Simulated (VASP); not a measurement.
# MgO (P6_3mc) in VASP: a series of runs

The runs below take MgO through single point, with PBE.

Program: VASP 6.6.1. These are calculated values, not measurements. Logs are shortened: lines on timing, memory, paths and dates and some standing lists are left out, and cuts for length are marked.

## 1. The cell of the first run

Symmetry: P6_3mc, No. 186, hexagonal system. The conventional cell has a = 3.117 Å, b = 3.117 Å, c = 9.953 Å, α = 90.00°, β = 90.00°, γ = 120.00°. Within 2.5 Å of Mg (site symmetry 3m) lie 4 O at 1.89 to 1.90 Å. Within 2.5 Å of Mg (site symmetry 3m) lie 4 O at 1.89 to 1.90 Å. Within 2.5 Å of O (site symmetry 3m) lie 4 Mg at 1.89 Å. Within 2.5 Å of O (site symmetry 3m) lie 4 Mg at 1.90 Å.

## 2. Single point, PBE

INCAR reads:

```
PREC = Accurate
ENCUT = 520
EDIFF = 1E-7
ISMEAR = 0
SIGMA = 0.05
LREAL = False
LASPH = True
NELM = 80
ALGO = Normal
ISIF = 2
LWAVE = False
LCHARG = True
GGA = PE
LELF = True
LVHAR = True
NBANDS = 26
```

KPOINTS reads:

```
regular mesh
0
Gamma
  9 9 2
```

POSCAR reads:

```
MgO
1.0
    3.1165000000      0.0000000000      0.0000000000
   -1.5582500000      2.6989681709      0.0000000000
    0.0000000000      0.0000000000      9.9532000000
Mg O
4 4
Direct
    0.3333333333      0.6666666667      0.9694906392
    0.0000000000      0.0000000000      0.2208211786
    0.0000000000      0.0000000000      0.7208211786
    0.6666666667      0.3333333333      0.4694906392
    0.3333333333      0.6666666667      0.7800420079
    0.0000000000      0.0000000000      0.5296443544
    0.0000000000      0.0000000000      0.0296443544
    0.6666666667      0.3333333333      0.2800420079
```

Potentials or basis: VASP PAW PBE potentials, release 64 (Mg, O).

Command:

```
> cat potpaw_PBE.64/Mg/POTCAR potpaw_PBE.64/O/POTCAR > POTCAR
> mpirun -np 1 vasp_std > vasp.out
```

OUTCAR:

```text
PREC = Accurate
   ENCUT = 520
   EDIFF = 1E-7
   ISMEAR = 0
   LREAL = False
   LASPH = True
   NELM = 80
   ISIF = 2
   GGA = PE

 ion  position               nearest neighbor table
   1  0.333  0.667  0.969-   5 1.89   7 1.90   7 1.90   7 1.90   3 3.06   3 3.06   3 3.06   2 3.08
                             2 3.08   2 3.08
   2  0.000  0.000  0.221-   8 1.89   8 1.89   8 1.89   7 1.90   4 3.06   4 3.06   4 3.06   1 3.08
                             1 3.08   1 3.08
   3  0.000  0.000  0.721-   5 1.89   5 1.89   5 1.89   6 1.90   1 3.06   1 3.06   1 3.06   4 3.08
                             4 3.08   4 3.08
   4  0.667  0.333  0.469-   8 1.89   6 1.90   6 1.90   6 1.90   2 3.06   2 3.06   2 3.06   3 3.08
                             3 3.08   3 3.08
   5  0.333  0.667  0.780-   1 1.89   3 1.89   3 1.89   3 1.89
   6  0.000  0.000  0.530-   4 1.90   4 1.90   4 1.90   3 1.90
   7  0.000  0.000  0.030-   1 1.90   1 1.90   1 1.90   2 1.90
   8  0.667  0.333  0.280-   4 1.89   2 1.89   2 1.89   2 1.89

  LATTYP: Found a hexagonal cell.
 ALAT       =     3.1165000000
 C/A-ratio  =     3.1937108936

  Lattice vectors:

 A1 = (   3.1165000000,   0.0000000000,   0.0000000000)
 A2 = (  -1.5582500000,   2.6989681709,   0.0000000000)
 A3 = (   0.0000000000,   0.0000000000,   9.9532000000)

Analysis of symmetry for initial positions (statically):
=====================================================================
 Subroutine PRICEL returns:
 Original cell was already a primitive cell.

 Routine SETGRP: Setting up the symmetry group for a
 hexagonal supercell.

 Subroutine GETGRP returns: Found 12 space group operations
 (whereof  6 operations were pure point group operations)
 out of a pool of 24 trial point group operations.

The static configuration has the point symmetry C_3v.
 The point group associated with its full space group is C_6v.

Analysis of symmetry for dynamics (positions and initial velocities):
=====================================================================
 Subroutine PRICEL returns:
 Original cell was already a primitive cell.

 Routine SETGRP: Setting up the symmetry group for a
 hexagonal supercell.

 Subroutine GETGRP returns: Found 12 space group operations
 (whereof  6 operations were pure point group operations)
 out of a pool of 24 trial point group operations.

The dynamic configuration has the point symmetry C_3v.
 The point group associated with its full space group is C_6v.

 Subroutine INISYM returns: Found 12 space group operations
 (whereof  6 operations are pure point group operations),
 and found     1 'primitive' translations

----------------------------------------------------------------------------------------

                                     Primitive cell

  volume of cell :      83.7197

  direct lattice vectors                    reciprocal lattice vectors
     3.116500000  0.000000000  0.000000000     0.320872774  0.185255982  0.000000000
    -1.558250000  2.698968171  0.000000000     0.000000000  0.370511965  0.000000000
     0.000000000  0.000000000  9.953200000     0.000000000  0.000000000  0.100470201

  length of vectors
     3.116500000  3.116500000  9.953200000     0.370511965  0.370511965  0.100470201

  position of ions in fractional coordinates (direct lattice)
     0.333333333  0.666666667  0.969490639
     0.000000000  0.000000000  0.220821179
     0.000000000  0.000000000  0.720821179
     0.666666667  0.333333333  0.469490639
     0.333333333  0.666666667  0.780042008
     0.000000000  0.000000000  0.529644354
     0.000000000  0.000000000  0.029644354
     0.666666667  0.333333333  0.280042008

  ion indices of the primitive-cell ions
   primitive index   ion index
                 1           1
                 2           2
                 3           3
                 4           4
                 5           5
                 6           6
                 7           7
                 8           8

----------------------------------------------------------------------------------------

 KPOINTS: regular mesh

Automatic generation of k-mesh.
 Grid dimensions read from file:
 generate k-points for:    9    9    2

 Generating k-lattice:

  Cartesian coordinates                     Fractional coordinates (reciprocal lattice)
     0.035652530  0.020583998  0.000000000     0.111111111  0.000000000  0.000000000
     0.000000000  0.041167996  0.000000000     0.000000000  0.111111111  0.000000000
     0.000000000  0.000000000  0.050235100     0.000000000  0.000000000  0.500000000

  Length of vectors
     0.041167996  0.041167996  0.050235100

  Shift w.r.t. Gamma in fractional coordinates (k-lattice)
     0.000000000  0.000000000  0.000000000

 Subroutine IBZKPT returns following result:
 ===========================================

 Found     24 irreducible k-points:

 Following reciprocal coordinates:
            Coordinates               Weight
  0.000000  0.000000  0.000000      1.000000
  0.111111  0.000000  0.000000      6.000000
  0.222222  0.000000  0.000000      6.000000
  0.333333  0.000000  0.000000      6.000000
  0.444444  0.000000  0.000000      6.000000
  0.111111  0.111111  0.000000      6.000000
[... 16 lines left out ...]
  0.333333  0.222222  0.500000     12.000000
  0.333333  0.333333  0.500000      2.000000
   k-points           NKPTS =     24   k-points in BZ     NKDIM =     24   number of bands    NBANDS=     26
   number of dos      NEDOS =    301   number of ions     NIONS =      8
   total plane-waves  NPLWV =  46080
   dimension x,y,z NGX =    24 NGY =   24 NGZ =   80
   dimension x,y,z NGXF=    48 NGYF=   48 NGZF=  160
   ions per type =               4   4
   NGX,Y,Z   is equivalent  to a cutoff of  12.80, 12.80, 13.36 a.u.
   NGXF,Y,Z  is equivalent  to a cutoff of  25.61, 25.61, 26.72 a.u.
 SYSTEM =  unknown system
   PREC   = accura    normal or accurate (medium, high low for compatibility)
   ISTART =      0    job   : 0-new  1-cont  2-samecut
   ICHARG =      2    charge: 1-file 2-atom 10-const
   ISPIN  =      1    spin polarized calculation?
   LNONCOLLINEAR =      F non collinear calculations
   LSORBIT =      F    spin-orbit coupling
   LASPH  =      T    aspherical Exc in radial PAW
   ENCUT  =  520.0 eV  38.22 Ry    6.18 a.u.   5.79  5.79 18.51*2*pi/ulx,y,z
   NELM   =     80;   NELMIN=  2; NELMDL= -5     # of ELM steps
   EDIFF  = 0.1E-06   stopping-criterion for ELM
   LREAL  =      F    real-space projection
   EDIFFG = 0.1E-05   stopping-criterion for IOM
   NSW    =      0    number of steps for IOM
   IBRION =     -1    ionic relax: 0-MD 1-quasi-New 2-CG
   NFREE  =      0    steps in history (QN), initial steepest desc. (CG)
   ISIF   =      2    stress and relaxation
   ISYM   =      2    0-nonsym 1-usesym 2-fastsym
   POTIM  = 0.5000    time-step for ionic-motion
   TEBEG  =    0.0;   TEEND  =   0.0 temperature during run
   PSTRESS=    0.0 pullay stress
   NELECT =      32.0000    total number of electrons
   NUPDOWN=      -1.0000    fix difference up-down
   EMIN   =  10.00;   EMAX   =-10.00  energy-range for DOS
   EFERMI =   0.00;   METHOD = LEGACY
   ISMEAR =     0;   SIGMA  =   0.05  broadening in eV -4-tet -1-fermi 0-gaus
   EFERMI_NEDOS =   21; number of points for ismear=-14 and -15
   IALGO  =     38    algorithm
   IMIX   =      4    mixing-type and parameters
     AMIX     =   0.40;   BMIX     =  1.00
     AMIX_MAG =   1.60;   BMIX_MAG =  1.00
  volume/ion in A,a.u.               =      10.46        70.62
  Fermi-wavevector in a.u.,A,eV,Ry     =   1.188089  2.245163 19.205376  1.411555
  Thomas-Fermi vector in A             =   2.324226
   LORBIT       =      0    0 simple, 1 ext, 2 COOP (PROOUT), +10 PAW based schemes
   GGA     = PE    functional components
   LHFCALC =     F    Hartree Fock is set to
   AEXX    =    0.0000 exact exchange contribution
   IVDW    =     0    specifies the selected vdW correction
   LEPSILON=     F    determine dielectric tensor
   LRPA    =     F    only Hartree local field effects (RPA)
 non-spin polarized calculation
 Gauss-broadening in eV      SIGMA  =   0.05
  energy-cutoff  :      520.00
  volume of cell :       83.72
 maximum number of plane-waves:      2274
 NGX is ok and might be reduce to    24
   NGX = 11   NGY = 11   NGZ = 37

 number of electron      31.9999985 magnetization

 Free energy of the ion-electron system (eV)
  ---------------------------------------------------
  ext. energy  EPLUGINS =         0.00000000
  ---------------------------------------------------
  free energy    TOTEN  =       -45.97348687 eV

  energy without entropy =      -45.97348687  energy(sigma->0) =      -45.97348687

 E-fermi :   1.8059     XC(G=0): -10.2773

 val. band max:        1.5919750963   @ k =   0.0000   0.0000   0.0000
 cond. band min:       5.9544197606   @ k =   0.0000   0.0000   0.0000
 fundamental gap:      4.3624446643
 Fermi energy:         1.8058656069

 k-point     1 :       0.0000    0.0000    0.0000
  band No.  band energies     occupation
      1     -14.8161      2.00000
      2     -14.3914      2.00000
      3     -14.3711      2.00000
      4     -13.9004      2.00000
      5      -1.8741      2.00000
      6      -0.5174      2.00000
[... 18 lines left out ...]
     25      17.0320      0.00000
     26      17.9178      0.00000

 k-point     2 :       0.1111    0.0000    0.0000
  band No.  band energies     occupation
      1     -14.7348      2.00000
      2     -14.3296      2.00000
      3     -14.3096      2.00000
      4     -13.8649      2.00000
      5      -1.7321      2.00000
      6      -0.5670      2.00000
[... 18 lines left out ...]
     25      17.0825      0.00000
[... 608 lines left out ...]
     25      16.1843      0.00000
     26      16.1843      0.00000

 k-point    24 :       0.3333    0.3333    0.5000
  band No.  band energies     occupation
      1     -13.7636      2.00000
      2     -13.7636      2.00000
      3     -13.7463      2.00000
      4     -13.7463      2.00000
      5      -1.0909      2.00000
      6      -1.0909      2.00000
[... 18 lines left out ...]
     25      16.3361      0.00000
     26      16.3385      0.00000

------------------------ aborting loop because EDIFF is reached ----------------------------------------

  FORCE on cell =-STRESS in cart. coord.  units (eV):
  Direction    XX          YY          ZZ          XY          YZ          ZX
  --------------------------------------------------------------------------------------
  -------------------------------------------------------------------------------------
  Total       12.7805674     12.7805674     12.8758050      0.0000000      0.0000000     -0.0000000
  in kB      244.5868445    244.5868445    246.4094443      0.0000000      0.0000000     -0.0000000
  external PRESSURE =     245.1943777 kB  Pullay stress =       0.0000000 kB

 VOLUME and BASIS-vectors are now :
 -----------------------------------------------------------------------------
  energy-cutoff  :      520.00
  volume of cell :       83.72
      direct lattice vectors                 reciprocal lattice vectors
     3.116500000  0.000000000  0.000000000     0.320872774  0.185255982  0.000000000
    -1.558250000  2.698968171  0.000000000     0.000000000  0.370511965  0.000000000
     0.000000000  0.000000000  9.953200000     0.000000000  0.000000000  0.100470201

 POSITION                                       TOTAL-FORCE (eV/Angst)
 -----------------------------------------------------------------------------------
     -0.00000      1.79931      9.64953        -0.000000     -0.000000      0.124393
      0.00000      0.00000      2.19788         0.000000     -0.000000      0.074863
      0.00000      0.00000      7.17448        -0.000000     -0.000000      0.074863
      1.55825      0.89966      4.67293         0.000000      0.000000      0.124393
     -0.00000      1.79931      7.76391         0.000000     -0.000000     -0.139175
      0.00000      0.00000      5.27166        -0.000000     -0.000000     -0.060081
      0.00000      0.00000      0.29506         0.000000     -0.000000     -0.060081
      1.55825      0.89966      2.78731         0.000000     -0.000000     -0.139175
 -----------------------------------------------------------------------------------
    total drift:                                0.000000      0.000001      0.002183

  FREE ENERGIE OF THE ION-ELECTRON SYSTEM (eV)
  ---------------------------------------------------
  free  energy   TOTEN  =       -45.9734868733 eV

  energy  without entropy=      -45.9734868733  energy(sigma->0) =      -45.97348687
```

Wall time 28 s (1 thread of Intel Xeon 6975P-C (Granite Rapids), shared host); peak memory 0.21 GiB.

What came out:

| Quantity | Value |
| --- | --- |
| Free energy | -45.9735 eV |
| Pressure | 24.5 GPa |
| Largest force | 0.139 eV/Å |
| Band gap on the k mesh | 4.36 eV, direct |

Forces in eV/Å, atoms in the order of the input:
```
Mg   0.000  0.000  0.124
Mg   0.000  0.000  0.075
Mg   0.000  0.000  0.075
Mg   0.000  0.000  0.124
O    0.000  0.000 -0.139
O    0.000  0.000 -0.060
O    0.000  0.000 -0.060
O    0.000  0.000 -0.139
```

Stress tensor (GPa, compression positive):
```
24.46  0.00  0.00
 0.00 24.46  0.00
 0.00  0.00 24.64
```

As with any semilocal functional, this PBE gap is likely too small.

## 3. Single point, PBE

This run uses another cell than the first one, of 10.76 Å³/atom, 1.028 times its volume.

INCAR reads:

```
SYSTEM = MgO
PREC = Accurate ; ENCUT = 520
EDIFF = 1E-6 ; ISMEAR = 0
SIGMA = 0.05 ; LREAL = .False.
LASPH = .True. ; NELM = 60
ALGO = Normal ; ISIF = 2
LWAVE = .False. ; LCHARG = .False.
GGA = PE ; NBANDS = 26
```

KPOINTS reads:

```
Automatic mesh
0
Gamma
  9 9 2
  0 0 0
```

Changes to POSCAR since step 2:

```diff
@@ -4,3 +4,3 @@
    -1.5582500000      2.6989681709      0.0000000000
-    0.0000000000      0.0000000000      9.9532000000
+    0.0000000000      0.0000000000     10.2335000000
 Mg O
```

Potentials or basis: VASP PAW PBE potentials, release 64 (Mg, O).

Command:

```
> cat potpaw_PBE.64/Mg/POTCAR potpaw_PBE.64/O/POTCAR > POTCAR
> mpirun -np 1 vasp_std > vasp.out
```

It took 25 s on 1 thread of Intel Xeon 6975P-C (Granite Rapids), shared host; peak memory 0.21 GiB.

Results (log left out):

```
Free energy            : -46.2540 eV
Pressure               : 19.2 GPa
Largest force          : 0.340 eV/Å
Band gap on the k mesh : 4.26 eV, direct
```

Forces on the atoms (eV/Å):
```
Mg   0.000  0.000 -0.287
Mg   0.000  0.000 -0.340
Mg   0.000  0.000 -0.340
Mg   0.000  0.000 -0.287
O    0.000  0.000  0.292
O    0.000  0.000  0.334
O    0.000  0.000  0.334
O    0.000  0.000  0.292
```

Stress tensor (GPa, compression positive):
```
22.08  0.00  0.00
 0.00 22.08  0.00
 0.00  0.00 13.54
```

Levels at points of the mesh, in eV from the valence-band top:
```csv
k point,band 13,band 14,band 15,band 16,band 17,band 18,band 19,band 20
"(0.00, 0.00, 0.00)",-0.13,-0.03,-0.03,0.00,4.26,6.67,6.78,9.55
"(0.00, 0.00, 0.50)",-0.06,-0.06,-0.06,-0.06,5.11,5.11,8.37,8.37
```

PBE gaps usually lie below the measured ones, often by a third to a half.

## 4. Single point, PBE

This run uses another cell than the first one, of 10.90 Å³/atom, 1.041 times its volume.

INCAR reads:

```
ALGO = Normal ; EDIFF = 1E-6
ENCUT = 520 ; GGA = PE
ISIF = 2 ; ISMEAR = 0
LASPH = True ; LCHARG = False
LREAL = False ; LWAVE = False
NBANDS = 26 ; NELM = 80
PREC = Accurate ; SIGMA = 0.05
```

KPOINTS reads:

```
k-points
0
Gamma
  9 9 2
```

Changes to POSCAR since step 3:

```diff
@@ -2,5 +2,5 @@
 1.0
-    3.1165000000      0.0000000000      0.0000000000
-   -1.5582500000      2.6989681709      0.0000000000
-    0.0000000000      0.0000000000     10.2335000000
+    3.2259000000      0.0000000000      0.0000000000
+   -1.6129500000      2.7937113501      0.0000000000
+    0.0000000000      0.0000000000      9.6728000000
 Mg O
```

Command:

```
> cat potpaw_PBE.64/Mg/POTCAR potpaw_PBE.64/O/POTCAR > POTCAR
> mpirun -np 1 vasp_std > vasp.out
```

Wall time 24 s (1 thread of Intel Xeon 6975P-C (Granite Rapids), shared host); peak memory 0.2 GiB.

Results (log left out):

* Free energy: -46.1728 eV
* Pressure: 17.3 GPa
* Largest force: 1.238 eV/Å
* Band gap on the k mesh: 3.94 eV, direct

Forces in eV/Å, atoms in the order of the input:
```
Mg   0.000  0.000  1.185
Mg   0.000  0.000  1.181
Mg   0.000  0.000  1.181
Mg   0.000  0.000  1.185
O    0.000  0.000 -1.238
O    0.000  0.000 -1.128
O    0.000  0.000 -1.128
O    0.000  0.000 -1.238
```

Stress tensor (GPa, compression positive):
```
10.15  0.00  0.00
 0.00 10.15  0.00
 0.00  0.00 31.63
```

Levels at points of the mesh, in eV from the valence-band top:
| k point | band 12 | band 13 | band 14 | band 15 | band 16 | band 17 | band 18 | band 19 | band 20 | band 21 |
| --- | --- | --- | --- | --- | --- | --- | --- | --- | --- | --- |
| (0.00, 0.00, 0.00) | -0.48 | -0.48 | -0.34 | -0.34 | 0.00 | 3.94 | 6.32 | 6.50 | 9.06 | 10.70 |
| (0.00, 0.00, 0.50) | -0.61 | -0.38 | -0.38 | -0.38 | -0.38 | 4.81 | 4.81 | 8.01 | 8.01 | 11.97 |

Caveat: forces of over 1 eV/Å act on the atoms, so gaps and moduli don't describe the material at rest. PBE gaps usually lie below the measured ones, often by a third to a half.

## 5. Summary

| cell | gap on the mesh (eV) | pressure (GPa) | largest force (eV/Å) |
| --- | --- | --- | --- |
| a = 3.116, b = 3.117, c = 9.953 Å, angles 90.0, 90.0, 120.0°, 8 atoms | 4.36 | 24.5 | 0.14 |
| a = 3.116, b = 3.117, c = 10.233 Å, angles 90.0, 90.0, 120.0°, 8 atoms | 4.26 | 19.2 | 0.34 |
| a = 3.226, b = 3.226, c = 9.673 Å, angles 90.0, 90.0, 120.0°, 8 atoms | 3.94 | 17.3 | 1.24 |

Alike in all rows: task single point; level PBE; potentials or basis VASP PAW PBE potentials, release 64 (Mg, O); no spin polarisation; k mesh 9 × 9 × 2; cutoff (eV) 520; smearing gaussian 0.05 eV.

Caveats: forces of over 1 eV/Å act on the atoms, so gaps and moduli don't describe the material at rest (some runs).

Absolute energies hang on the potentials; compare differences alone.
